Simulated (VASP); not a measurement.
# Hf8N9 (a cell with a defect) in VASP: single point with PBE+D4

Aim: the single point of Hf8N9 (a cell with a defect) with PBE+D4.

Program: VASP 6.6.1. These are calculated values, not measurements. Logs are shortened: lines on timing, memory, paths and dates and some standing lists are left out, and cuts for length are marked.

## 1. The cell of the first run

The cell holds a defect, 17 atoms: a = 6.381 Å, b = 6.381 Å, c = 6.381 Å, α = 60.00°, β = 60.00°, γ = 60.00°.

## 2. Single point, PBE+D4

File INCAR:

```
PREC = Accurate
ENCUT = 520
EDIFF = 1E-6
ISMEAR = 1
SIGMA = 0.05
LREAL = False
LASPH = True
NELM = 120
ALGO = Normal
ISIF = 2
LWAVE = False
LCHARG = True
GGA = PE
IVDW = 13
LELF = True
LVHAR = True
NBANDS = 76
GGA_COMPAT = False
```

File KPOINTS:

```
Automatic mesh
0
Gamma
  3 3 3
```

File POSCAR:

```
Hf8N9
1.0
    0.0000000000      4.5120000000      4.5120000000
    4.5120000000      0.0000000000      4.5120000000
    4.5120000000      4.5120000000      0.0000000000
Hf N
8 9
Direct
    0.0000000000      0.0000000000      0.0000000000
    0.0000000000      0.0000000000      0.5000000000
    0.0000000000      0.5000000000      0.0000000000
    0.0000000000      0.5000000000      0.5000000000
    0.5000000000      0.0000000000      0.0000000000
    0.5000000000      0.0000000000      0.5000000000
    0.5000000000      0.5000000000      0.0000000000
    0.5000000000      0.5000000000      0.5000000000
    0.2500000000      0.2500000000      0.2500000000
    0.2500000000      0.2500000000      0.7500000000
    0.2500000000      0.7500000000      0.2500000000
    0.2500000000      0.7500000000      0.7500000000
    0.7500000000      0.2500000000      0.2500000000
    0.7500000000      0.2500000000      0.7500000000
    0.7500000000      0.7500000000      0.2500000000
    0.7500000000      0.7500000000      0.7500000000
    0.1250000000      0.1250000000      0.1250000000
```

Potentials or basis: VASP PAW PBE potentials, release 64 (Hf_pv, N).

Launch:

```sh
$ cat potpaw_PBE.64/Hf_pv/POTCAR potpaw_PBE.64/N/POTCAR > POTCAR
$ mpirun -np 1 vasp_std > vasp.out
```

OUTCAR:

```text
PREC = Accurate
   ENCUT = 520
   EDIFF = 1E-6
   ISMEAR = 1
   LREAL = False
   LASPH = True
   NELM = 120
   ISIF = 2
   GGA = PE
   IVDW = 13

 ion  position               nearest neighbor table
   1  0.000  0.000  0.000-  17 1.95  11 2.26  12 2.26  13 2.26  14 2.26  15 2.26  10 2.26   3 3.19
                             5 3.19   2 3.19   2 3.19   4 3.19   6 3.19   3 3.19   4 3.19   7 3.19
   2  0.000  0.000  0.500-  17 1.95  11 2.26  12 2.26  13 2.26  14 2.26  16 2.26   9 2.26   4 3.19
                             6 3.19   1 3.19   1 3.19   3 3.19   5 3.19   3 3.19   4 3.19   8 3.19
   3  0.000  0.500  0.000-  17 1.95  10 2.26  12 2.26  13 2.26  15 2.26  16 2.26   9 2.26   4 3.19
                             7 3.19   1 3.19   2 3.19   4 3.19   8 3.19   1 3.19   2 3.19   5 3.19
   4  0.000  0.500  0.500-   9 2.26  10 2.26  11 2.26  14 2.26  15 2.26  16 2.26   2 3.19   3 3.19
                             8 3.19   1 3.19   3 3.19   7 3.19   1 3.19   2 3.19   6 3.19   6 3.19
   5  0.500  0.000  0.000-  17 1.95  10 2.26  11 2.26  14 2.26  15 2.26  16 2.26   9 2.26   6 3.19
                             7 3.19   1 3.19   2 3.19   6 3.19   8 3.19   3 3.19   7 3.19   8 3.19
   6  0.500  0.000  0.500-   9 2.26  10 2.26  12 2.26  13 2.26  15 2.26  16 2.26   2 3.19   5 3.19
                             8 3.19   1 3.19   5 3.19   7 3.19   4 3.19   7 3.19   8 3.19   1 3.19
   7  0.500  0.500  0.000-   9 2.26  11 2.26  12 2.26  13 2.26  14 2.26  16 2.26   3 3.19   5 3.19
                             8 3.19   4 3.19   6 3.19   8 3.19   1 3.19   5 3.19   6 3.19   1 3.19
   8  0.500  0.500  0.500-  10 2.26  11 2.26  12 2.26  13 2.26  14 2.26  15 2.26   4 3.19   6 3.19
                             7 3.19   3 3.19   5 3.19   7 3.19   2 3.19   5 3.19   6 3.19   2 3.19
   9  0.250  0.250  0.250-   2 2.26   3 2.26   4 2.26   5 2.26   6 2.26   7 2.26
  10  0.250  0.250  0.750-   1 2.26   3 2.26   4 2.26   5 2.26   6 2.26   8 2.26
  11  0.250  0.750  0.250-   1 2.26   2 2.26   4 2.26   5 2.26   7 2.26   8 2.26
  12  0.250  0.750  0.750-   1 2.26   2 2.26   3 2.26   6 2.26   7 2.26   8 2.26
  13  0.750  0.250  0.250-   1 2.26   2 2.26   3 2.26   6 2.26   7 2.26   8 2.26
  14  0.750  0.250  0.750-   1 2.26   2 2.26   4 2.26   5 2.26   7 2.26   8 2.26
  15  0.750  0.750  0.250-   1 2.26   3 2.26   4 2.26   5 2.26   6 2.26   8 2.26
  16  0.750  0.750  0.750-   2 2.26   3 2.26   4 2.26   5 2.26   6 2.26   7 2.26
  17  0.125  0.125  0.125-   2 1.95   3 1.95   5 1.95   1 1.95

  LATTYP: Found a face centered cubic cell.
 ALAT       =     9.0240000000

  Lattice vectors:

 A1 = (   0.0000000000,   4.5120000000,   4.5120000000)
 A2 = (   4.5120000000,   0.0000000000,   4.5120000000)
 A3 = (   4.5120000000,   4.5120000000,   0.0000000000)

Analysis of symmetry for initial positions (statically):
=====================================================================
 Subroutine PRICEL returns:
 Original cell was already a primitive cell.

 Routine SETGRP: Setting up the symmetry group for a
 face centered cubic supercell.

 Subroutine GETGRP returns: Found 24 space group operations
 (whereof  6 operations were pure point group operations)
 out of a pool of 48 trial point group operations.

The static configuration has the point symmetry C_3v.
 The point group associated with its full space group is T_d .

Analysis of symmetry for dynamics (positions and initial velocities):
=====================================================================
 Subroutine PRICEL returns:
 Original cell was already a primitive cell.

 Routine SETGRP: Setting up the symmetry group for a
 face centered cubic supercell.

 Subroutine GETGRP returns: Found 24 space group operations
 (whereof  6 operations were pure point group operations)
 out of a pool of 48 trial point group operations.

The dynamic configuration has the point symmetry C_3v.
 The point group associated with its full space group is T_d .

 Subroutine INISYM returns: Found 24 space group operations
 (whereof  6 operations are pure point group operations),
 and found     1 'primitive' translations

----------------------------------------------------------------------------------------

                                     Primitive cell

  volume of cell :     183.7119

  direct lattice vectors                    reciprocal lattice vectors
     0.000000000  4.512000000  4.512000000    -0.110815603  0.110815603  0.110815603
     4.512000000  0.000000000  4.512000000     0.110815603 -0.110815603  0.110815603
     4.512000000  4.512000000  0.000000000     0.110815603  0.110815603 -0.110815603

  length of vectors
     6.380931593  6.380931593  6.380931593     0.191938254  0.191938254  0.191938254

  position of ions in fractional coordinates (direct lattice)
     0.000000000  0.000000000  0.000000000
     0.000000000  0.000000000  0.500000000
     0.000000000  0.500000000  0.000000000
     0.000000000  0.500000000  0.500000000
     0.500000000  0.000000000  0.000000000
     0.500000000  0.000000000  0.500000000
[... 9 lines left out ...]
     0.750000000  0.750000000  0.750000000
     0.125000000  0.125000000  0.125000000

  ion indices of the primitive-cell ions
   primitive index   ion index
                 1           1
                 2           2
                 3           3
                 4           4
                 5           5
                 6           6
[... 9 lines left out ...]
                16          16
                17          17

----------------------------------------------------------------------------------------

 KPOINTS: Automatic mesh

Automatic generation of k-mesh.
 Grid dimensions read from file:
 generate k-points for:    3    3    3

 Generating k-lattice:

  Cartesian coordinates                     Fractional coordinates (reciprocal lattice)
    -0.036938534  0.036938534  0.036938534     0.333333333  0.000000000  0.000000000
     0.036938534 -0.036938534  0.036938534     0.000000000  0.333333333  0.000000000
     0.036938534  0.036938534 -0.036938534     0.000000000  0.000000000  0.333333333

  Length of vectors
     0.063979418  0.063979418  0.063979418

  Shift w.r.t. Gamma in fractional coordinates (k-lattice)
     0.000000000  0.000000000  0.000000000

 Subroutine IBZKPT returns following result:
 ===========================================

 Found      4 irreducible k-points:

 Following reciprocal coordinates:
            Coordinates               Weight
  0.000000  0.000000  0.000000      1.000000
  0.333333  0.000000  0.000000      8.000000
  0.333333  0.333333  0.000000      6.000000
 -0.333333  0.333333  0.000000     12.000000
   k-points           NKPTS =      4   k-points in BZ     NKDIM =      4   number of bands    NBANDS=     76
   number of dos      NEDOS =    301   number of ions     NIONS =     17
   total plane-waves  NPLWV = 110592
   dimension x,y,z NGX =    48 NGY =   48 NGZ =   48
   dimension x,y,z NGXF=    96 NGYF=   96 NGZF=   96
   ions per type =               8   9
   NGX,Y,Z   is equivalent  to a cutoff of  12.51, 12.51, 12.51 a.u.
   NGXF,Y,Z  is equivalent  to a cutoff of  25.01, 25.01, 25.01 a.u.
 SYSTEM =  unknown system
   PREC   = accura    normal or accurate (medium, high low for compatibility)
   ISTART =      0    job   : 0-new  1-cont  2-samecut
   ICHARG =      2    charge: 1-file 2-atom 10-const
   ISPIN  =      1    spin polarized calculation?
   LNONCOLLINEAR =      F non collinear calculations
   LSORBIT =      F    spin-orbit coupling
   LASPH  =      T    aspherical Exc in radial PAW
   ENCUT  =  520.0 eV  38.22 Ry    6.18 a.u.  11.86 11.86 11.86*2*pi/ulx,y,z
   NELM   =    120;   NELMIN=  2; NELMDL= -5     # of ELM steps
   EDIFF  = 0.1E-05   stopping-criterion for ELM
   LREAL  =      F    real-space projection
   EDIFFG = 0.1E-04   stopping-criterion for IOM
   NSW    =      0    number of steps for IOM
   IBRION =     -1    ionic relax: 0-MD 1-quasi-New 2-CG
   NFREE  =      0    steps in history (QN), initial steepest desc. (CG)
   ISIF   =      2    stress and relaxation
   ISYM   =      2    0-nonsym 1-usesym 2-fastsym
   POTIM  = 0.5000    time-step for ionic-motion
   TEBEG  =    0.0;   TEEND  =   0.0 temperature during run
   PSTRESS=    0.0 pullay stress
   NELECT =     125.0000    total number of electrons
   NUPDOWN=      -1.0000    fix difference up-down
   EMIN   =  10.00;   EMAX   =-10.00  energy-range for DOS
   EFERMI =   0.00;   METHOD = LEGACY
   ISMEAR =     1;   SIGMA  =   0.05  broadening in eV -4-tet -1-fermi 0-gaus
   EFERMI_NEDOS =   21; number of points for ismear=-14 and -15
   IALGO  =     38    algorithm
   IMIX   =      4    mixing-type and parameters
     AMIX     =   0.40;   BMIX     =  1.00
     AMIX_MAG =   1.60;   BMIX_MAG =  1.00
  volume/ion in A,a.u.               =      10.81        72.93
  Fermi-wavevector in a.u.,A,eV,Ry     =   1.439900  2.721017 28.209133  2.073313
  Thomas-Fermi vector in A             =   2.558704
   LORBIT       =      0    0 simple, 1 ext, 2 COOP (PROOUT), +10 PAW based schemes
   GGA     = PE    functional components
   LHFCALC =     F    Hartree Fock is set to
   AEXX    =    0.0000 exact exchange contribution
   IVDW    =    13    specifies the selected vdW correction
   LEPSILON=     F    determine dielectric tensor
   LRPA    =     F    only Hartree local field effects (RPA)
 non-spin polarized calculation
 Methfessel and Paxton  Order N= 1 SIGMA  =   0.05
  energy-cutoff  :      520.00
  volume of cell :      183.71
 maximum number of plane-waves:      4968
   NGX = 23   NGY = 23   NGZ = 23

 number of electron     125.0000005 magnetization

 Free energy of the ion-electron system (eV)
  ---------------------------------------------------
  ext. energy  EPLUGINS =         0.00000000
  ---------------------------------------------------
  free energy    TOTEN  =      -175.85201807 eV

  energy without entropy =     -175.84633916  energy(sigma->0) =     -175.85012510

 E-fermi :   8.6304     XC(G=0): -12.9154

 val. band max:        8.6276138541   @ k =  -0.3333   0.3333   0.0000
 cond. band min:       8.7305198362   @ k =   0.3333   0.0000   0.0000
 fundamental gap:      0.1029059820
 Fermi energy:         8.6303926688

 k-point     1 :       0.0000    0.0000    0.0000
  band No.  band energies     occupation
      1     -23.4998      2.00000
      2     -23.3749      2.00000
      3     -23.3749      2.00000
      4     -23.3749      2.00000
      5     -23.3230      2.00000
      6     -23.2010      2.00000
[... 66 lines left out ...]
     73      12.3397      0.00000
     74      12.4178      0.00000

 k-point     2 :       0.3333    0.0000    0.0000
  band No.  band energies     occupation
      1     -23.3619      2.00000
      2     -23.2670      2.00000
      3     -23.2670      2.00000
      4     -23.2555      2.00000
      5     -23.1704      2.00000
      6     -23.1380      2.00000
[... 66 lines left out ...]
     73      12.3197      0.00000
     74      12.3968      0.00000

 k-point     3 :       0.3333    0.3333    0.0000
  band No.  band energies     occupation
      1     -23.3073      2.00000
      2     -23.2258      2.00000
      3     -23.2015      2.00000
      4     -23.2015      2.00000
      5     -23.1736      2.00000
      6     -23.0883      2.00000
[... 66 lines left out ...]
     73      11.2878      0.00000
     74      11.7044      0.00000

 k-point     4 :      -0.3333    0.3333    0.0000
  band No.  band energies     occupation
      1     -23.2054      2.00000
      2     -23.1929      2.00000
      3     -23.1279      2.00000
      4     -23.1063      2.00000
      5     -23.0955      2.00000
      6     -23.0583      2.00000
[... 66 lines left out ...]
     73      11.7745      0.00000
     74      11.9098      0.00000
 [bands above 74 left out]

------------------------ aborting loop because EDIFF is reached ----------------------------------------

  DFT-D4 for vdW energy calculation

  Edisp (eV):   -4.89454

  FORCE on cell =-STRESS in cart. coord.  units (eV):
  Direction    XX          YY          ZZ          XY          YZ          ZX
  --------------------------------------------------------------------------------------
  -------------------------------------------------------------------------------------
  Total      19.96473    19.96473    19.96473    -0.00000    -0.00000    -0.00000
  in kB     174.11521   174.11521   174.11521    -0.00000    -0.00000    -0.00000
  external pressure =      174.12 kB  Pullay stress =        0.00 kB

 VOLUME and BASIS-vectors are now :
 -----------------------------------------------------------------------------
  energy-cutoff  :      520.00
  volume of cell :      183.71
      direct lattice vectors                 reciprocal lattice vectors
     0.000000000  4.512000000  4.512000000    -0.110815603  0.110815603  0.110815603
     4.512000000  0.000000000  4.512000000     0.110815603 -0.110815603  0.110815603
     4.512000000  4.512000000  0.000000000     0.110815603  0.110815603 -0.110815603

 POSITION                                       TOTAL-FORCE (eV/Angst)
 -----------------------------------------------------------------------------------
      0.00000      0.00000      0.00000        -0.667457     -0.667457     -0.667457
      2.25600      2.25600      0.00000         0.667457      0.667457     -0.667457
      2.25600      0.00000      2.25600         0.667457     -0.667457      0.667457
      4.51200      2.25600      2.25600        -0.503406      0.503406      0.503406
      0.00000      2.25600      2.25600        -0.667457      0.667457      0.667457
      2.25600      4.51200      2.25600         0.503406     -0.503406      0.503406
[... 9 lines left out ...]
      6.76800      6.76800      6.76800        -0.122817     -0.122817     -0.122817
      1.12800      1.12800      1.12800        -0.000000     -0.000000     -0.000000
 -----------------------------------------------------------------------------------
    total drift:                               -0.000000     -0.000000     -0.000000

  FREE ENERGIE OF THE ION-ELECTRON SYSTEM (eV)
  ---------------------------------------------------
  free  energy   TOTEN  =      -180.7465590949 eV

  energy  without entropy=     -180.7408801867  energy(sigma->0) =     -180.74466613
```

Run time: 71 s. Hardware: 1 thread of Intel Xeon 6975P-C (Granite Rapids), shared host; peak memory 0.32 GiB.

What came out:

```yaml
Free_energy: -180.7466 eV
Pressure: 17.4 GPa
Largest_force: 5.720 eV/Å
Band_gap_on_the_k_mesh: zero (an odd number of electrons rules out a gap without spin polarisation)
Dispersion_energy_per_atom: -0.288 eV
```

Forces on the atoms (eV/Å):
```
Hf  -0.667 -0.667 -0.667
Hf   0.667  0.667 -0.667
Hf   0.667 -0.667  0.667
Hf  -0.503  0.503  0.503
Hf  -0.667  0.667  0.667
Hf   0.503 -0.503  0.503
Hf   0.503  0.503 -0.503
Hf  -0.503 -0.503 -0.503
N    3.303  3.303  3.303
N   -3.303 -3.303  3.303
N   -3.303  3.303 -3.303
N   -0.123  0.123  0.123
N    3.303 -3.303 -3.303
N    0.123 -0.123  0.123
N    0.123  0.123 -0.123
N   -0.123 -0.123 -0.123
N    0.000  0.000  0.000
```

Levels at points of the mesh, in eV from the Fermi level:
```tsv
k point	band 61	band 62	band 63	band 64	band 65	band 66
(0.00, 0.00, 0.00)	-1.92	-1.92	-0.96	1.28	1.28	1.28
```

Caveat: the k points lie up to 0.40 Å⁻¹ apart, too coarse for converged energies and pressures of a metal; spin-orbit coupling is left out, which moves the levels of the heavy elements.
